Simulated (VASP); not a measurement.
# Ni (Fm-3m) in VASP: further runs

Runs on Ni. Level: LDA. Tasks: single point.

Program: VASP 6.6.1. These are calculated values, not measurements. Logs are shortened: lines on timing, memory, paths and dates and some standing lists are left out, and cuts for length are marked.

### 1 The cell of the first run

The structure is cubic, space group Fm-3m (No. 225). The conventional cell has a = 3.425 Å, b = 3.425 Å, c = 3.425 Å, α = 90.00°, β = 90.00°, γ = 90.00°. Ni (site symmetry m-3m) has 12 Ni at 2.42 Å within 3.2 Å.

### 2 Single point, LDA, collinear spin, ferromagnetic start

INCAR

```
PREC     = Accurate       # precision mode
ENCUT    = 520            # plane-wave cutoff, eV
EDIFF    = 1E-6           # SCF threshold, eV
ISMEAR   = 1              # smearing method
SIGMA    = 0.1            # smearing width, eV
LREAL    = F              # projectors in reciprocal space
LASPH    = T              # aspherical terms in the spheres
NELM     = 150            # most SCF steps
ALGO     = Normal         # electronic algorithm
ISIF     = 2              # what is computed and relaxed
LWAVE    = F              # write WAVECAR
LCHARG   = F              # write CHGCAR
ISPIN    = 2              # spin polarisation
MAGMOM   = 0.607          # initial moments
LORBIT   = 11             # projections on sites
LMAXMIX  = 4              # l up to which the mixer works
NBANDS   = 15             # bands
```

KPOINTS

```
regular mesh
0
Gamma
  16 16 16
```

POSCAR

```
Ni
1.0
    0.0000000000      1.7124646296      1.7124646296
    1.7124646296      0.0000000000      1.7124646296
    1.7124646296      1.7124646296      0.0000000000
Ni
1
Direct
    0.0000000000      0.0000000000      0.0000000000
```

Potentials or basis: VASP PAW LDA potentials, release 64 (Ni).

Launch:

```
cat potpaw_LDA.64/Ni/POTCAR > POTCAR
mpirun -np 1 vasp_std > vasp.out
```

OUTCAR:

```text
PREC = Accurate
   ENCUT = 520
   EDIFF = 1E-6
   ISMEAR = 1
   LREAL = F
   LASPH = T
   NELM = 150
   ISIF = 2
   ISPIN = 2
   LORBIT = 11

 ion  position               nearest neighbor table
   1  0.000  0.000  0.000-

  LATTYP: Found a face centered cubic cell.
 ALAT       =     3.4249292592

  Lattice vectors:

 A1 = (   0.0000000000,   1.7124646296,   1.7124646296)
 A2 = (   1.7124646296,   0.0000000000,   1.7124646296)
 A3 = (   1.7124646296,   1.7124646296,   0.0000000000)

Analysis of symmetry for initial positions (statically):
=====================================================================
 Subroutine PRICEL returns:
 Original cell was already a primitive cell.

 Routine SETGRP: Setting up the symmetry group for a
 face centered cubic supercell.

 Subroutine GETGRP returns: Found 48 space group operations
 (whereof 48 operations were pure point group operations)
 out of a pool of 48 trial point group operations.

The static configuration has the point symmetry O_h .

Analysis of symmetry for dynamics (positions and initial velocities):
=====================================================================
 Subroutine PRICEL returns:
 Original cell was already a primitive cell.

 Routine SETGRP: Setting up the symmetry group for a
 face centered cubic supercell.

 Subroutine GETGRP returns: Found 48 space group operations
 (whereof 48 operations were pure point group operations)
 out of a pool of 48 trial point group operations.

The dynamic configuration has the point symmetry O_h .

Analysis of structural, dynamic, and magnetic symmetry:
=====================================================================
 Subroutine PRICEL returns:
 Original cell was already a primitive cell.

 Routine SETGRP: Setting up the symmetry group for a
 face centered cubic supercell.

 Subroutine GETGRP returns: Found 48 space group operations
 (whereof 48 operations were pure point group operations)
 out of a pool of 48 trial point group operations.

The overall configuration has the point symmetry O_h .

 Subroutine INISYM returns: Found 48 space group operations
 (whereof 48 operations are pure point group operations),
 and found     1 'primitive' translations

----------------------------------------------------------------------------------------

                                     Primitive cell

  volume of cell :      10.0437

  direct lattice vectors                    reciprocal lattice vectors
     0.000000000  1.712464630  1.712464630    -0.291976833  0.291976833  0.291976833
     1.712464630  0.000000000  1.712464630     0.291976833 -0.291976833  0.291976833
     1.712464630  1.712464630  0.000000000     0.291976833  0.291976833 -0.291976833

  length of vectors
     2.421790704  2.421790704  2.421790704     0.505718710  0.505718710  0.505718710

  position of ions in fractional coordinates (direct lattice)
     0.000000000  0.000000000  0.000000000

  ion indices of the primitive-cell ions
   primitive index   ion index
                 1           1

----------------------------------------------------------------------------------------

 KPOINTS: regular mesh

Automatic generation of k-mesh.
 Grid dimensions read from file:
 generate k-points for:   16   16   16

 Generating k-lattice:

  Cartesian coordinates                     Fractional coordinates (reciprocal lattice)
    -0.018248552  0.018248552  0.018248552     0.062500000  0.000000000  0.000000000
     0.018248552 -0.018248552  0.018248552     0.000000000  0.062500000  0.000000000
     0.018248552  0.018248552 -0.018248552     0.000000000  0.000000000  0.062500000

  Length of vectors
     0.031607419  0.031607419  0.031607419

  Shift w.r.t. Gamma in fractional coordinates (k-lattice)
     0.000000000  0.000000000  0.000000000

 Subroutine IBZKPT returns following result:
 ===========================================

 Found    145 irreducible k-points:

 Following reciprocal coordinates:
            Coordinates               Weight
  0.000000  0.000000  0.000000      1.000000
  0.062500  0.000000  0.000000      8.000000
  0.125000  0.000000  0.000000      8.000000
  0.187500  0.000000  0.000000      8.000000
  0.250000  0.000000  0.000000      8.000000
  0.312500  0.000000  0.000000      8.000000
[... 16 lines left out ...]
 -0.125000  0.062500  0.000000     24.000000
 -0.062500  0.062500  0.000000     12.000000
 [... further k-points ...]
   k-points           NKPTS =    145   k-points in BZ     NKDIM =    145   number of bands    NBANDS=     15
   number of dos      NEDOS =    301   number of ions     NIONS =      1
   total plane-waves  NPLWV =   5832
   dimension x,y,z NGX =    18 NGY =   18 NGZ =   18
   dimension x,y,z NGXF=    36 NGYF=   36 NGZF=   36
   ions per type =               1
   NGX,Y,Z   is equivalent  to a cutoff of  12.36, 12.36, 12.36 a.u.
   NGXF,Y,Z  is equivalent  to a cutoff of  24.71, 24.71, 24.71 a.u.
 SYSTEM =  unknown system
[... 34 lines left out ...]
   GGA     = CA    functional components
   LHFCALC =     F    Hartree Fock is set to
   AEXX    =    0.0000 exact exchange contribution
   IVDW    =     0    specifies the selected vdW correction
   LEPSILON=     F    determine dielectric tensor
   LRPA    =     F    only Hartree local field effects (RPA)
 spin polarized calculation
 Methfessel and Paxton  Order N= 1 SIGMA  =   0.10
  energy-cutoff  :      520.00
  volume of cell :       10.04
 maximum number of plane-waves:       290
 NGX is ok and might be reduce to    18
   NGX =  9   NGY =  9   NGZ =  9

 number of electron      10.0000000 magnetization       0.6070000

 number of electron       9.9999990 magnetization       0.5688899

 Free energy of the ion-electron system (eV)
  ---------------------------------------------------
  ext. energy  EPLUGINS =         0.00000000
  ---------------------------------------------------
  free energy    TOTEN  =        -6.58169853 eV

  energy without entropy =       -6.58207018  energy(sigma->0) =       -6.58182241

 E-fermi :  10.2228     XC(G=0): -14.0928

 val. band max:       10.2207663000   @ k =   0.5000   0.4375   0.0000
 cond. band min:      10.2234066889   @ k =  -0.4375   0.5000   0.0625
 fundamental gap:      0.0026403889
 Fermi energy:        10.2228334411

 spin component 1

 k-point     1 :       0.0000    0.0000    0.0000
  band No.  band energies     occupation
      1       0.6639      1.00000
      2       7.6658      1.00000
      3       7.6658      1.00000
      4       7.6658      1.00000
      5       8.9614      1.00000
      6       8.9614      1.00000
      7      34.6633      0.00000
      8      39.0606      0.00000
      9      39.0606      0.00000
     10      39.0606      0.00000
     11      42.3230      0.00000
     12      42.3230      0.00000
     13      42.3230      0.00000
     14      45.2868      0.00000
     15      52.2246      0.00000
[... 397 lines left out ...]
 k-point    24 :      -0.0625    0.0625    0.0000
  band No.  band energies     occupation
      1       1.0934      1.00000
      2       7.5369      1.00000
      3       7.7603      1.00000
      4       7.7807      1.00000
      5       8.8643      1.00000
      6       8.9782      1.00000
      7      33.4756      0.00000
      8      35.4067      0.00000
      9      37.7044      0.00000
     10      39.6688      0.00000
     11      42.4396      0.00000
     12      42.4840      0.00000
     13      45.4694      0.00000
     14      48.1662      0.00000
     15      48.3759      0.00000

 [... further k-points ...]

 spin component 2

 k-point     1 :       0.0000    0.0000    0.0000
  band No.  band energies     occupation
      1       0.7080      1.00000
      2       8.2497      1.00000
      3       8.2497      1.00000
      4       8.2497      1.00000
      5       9.4945      1.00000
      6       9.4945      1.00000
      7      34.6538      0.00000
      8      39.1051      0.00000
      9      39.1051      0.00000
     10      39.1051      0.00000
     11      42.4874      0.00000
     12      42.4874      0.00000
     13      42.4874      0.00000
     14      45.2694      0.00000
     15      52.4080      0.00000
[... 397 lines left out ...]
 k-point    24 :      -0.0625    0.0625    0.0000
  band No.  band energies     occupation
      1       1.1382      1.00000
      2       8.1110      1.00000
      3       8.3477      1.00000
      4       8.3657      1.00000
      5       9.3928      1.00000
      6       9.5122      1.00000
      7      33.5411      0.00000
      8      35.4862      0.00000
      9      37.7575      0.00000
     10      39.7162      0.00000
     11      42.5162      0.00000
     12      42.6437      0.00000
     13      45.5463      0.00000
     14      48.3361      0.00000
     15      48.4255      0.00000

 [... further k-points ...]

------------------------ aborting loop because EDIFF is reached ----------------------------------------

  FORCE on cell =-STRESS in cart. coord.  units (eV):
  Direction    XX          YY          ZZ          XY          YZ          ZX
  --------------------------------------------------------------------------------------
  -------------------------------------------------------------------------------------
  Total       -0.0439673     -0.0439673     -0.0439673     -0.0000000      0.0000000      0.0000000
  in kB       -7.0136668     -7.0136668     -7.0136668     -0.0000000      0.0000000      0.0000000
  external PRESSURE =      -7.0136668 kB  Pullay stress =       0.0000000 kB

 VOLUME and BASIS-vectors are now :
 -----------------------------------------------------------------------------
  energy-cutoff  :      520.00
  volume of cell :       10.04
      direct lattice vectors                 reciprocal lattice vectors
     0.000000000  1.712464630  1.712464630    -0.291976833  0.291976833  0.291976833
     1.712464630  0.000000000  1.712464630     0.291976833 -0.291976833  0.291976833
     1.712464630  1.712464630  0.000000000     0.291976833  0.291976833 -0.291976833

 POSITION                                       TOTAL-FORCE (eV/Angst)
 -----------------------------------------------------------------------------------
      0.00000      0.00000      0.00000         0.000000      0.000000      0.000000
 -----------------------------------------------------------------------------------
    total drift:                                0.000000     -0.000000      0.000000

  FREE ENERGIE OF THE ION-ELECTRON SYSTEM (eV)
  ---------------------------------------------------
  free  energy   TOTEN  =        -6.5816985306 eV

  energy  without entropy=       -6.5820701810  energy(sigma->0) =       -6.58182241

 total charge

# of ion       s       p       d       tot
------------------------------------------
    1        0.534   0.571   8.368   9.473

 magnetization (x)

# of ion       s       p       d       tot
------------------------------------------
    1       -0.005  -0.018   0.592   0.570
```

Run time: 54 s. Hardware: 1 thread of Intel Xeon 8259CL, shared host; peak memory 0.14 GiB.

Results:

| Quantity | Value |
| --- | --- |
| Free energy | -6.5817 eV |
| Pressure | -0.7 GPa |
| Net moment | 0.57 μB per cell |
| Site moments | Ni +0.57 μB |
| Valence electrons inside the program's atomic spheres | Ni 9.47 |

Levels at points of the mesh, in eV from the Fermi level:
Spin up:
```
           k point  band 3  band 4  band 5  band 6  band 7  band 8
(0.00, 0.00, 0.00)   -2.56   -2.56   -1.26   -1.26   24.44   28.84
(0.50, 0.00, 0.00)   -2.57   -0.48   -0.48   -0.41    6.31   22.92
(0.50, 0.50, 0.00)   -0.45   -0.30   -0.30    2.50   10.02   15.52
```
Spin down:
| k point | band 2 | band 3 | band 4 | band 5 | band 6 | band 7 | band 8 | band 9 |
| --- | --- | --- | --- | --- | --- | --- | --- | --- |
| (0.00, 0.00, 0.00) | -1.97 | -1.97 | -1.97 | -0.73 | -0.73 | 24.43 | 28.88 | 28.88 |
| (0.50, 0.00, 0.00) | -2.05 | -2.05 | -0.38 | 0.14 | 0.14 | 6.68 | 22.90 | 26.09 |
| (0.50, 0.50, 0.00) | -4.09 | 0.11 | 0.37 | 0.37 | 2.55 | 10.29 | 15.59 | 15.59 |

[end of part 1 of 2]
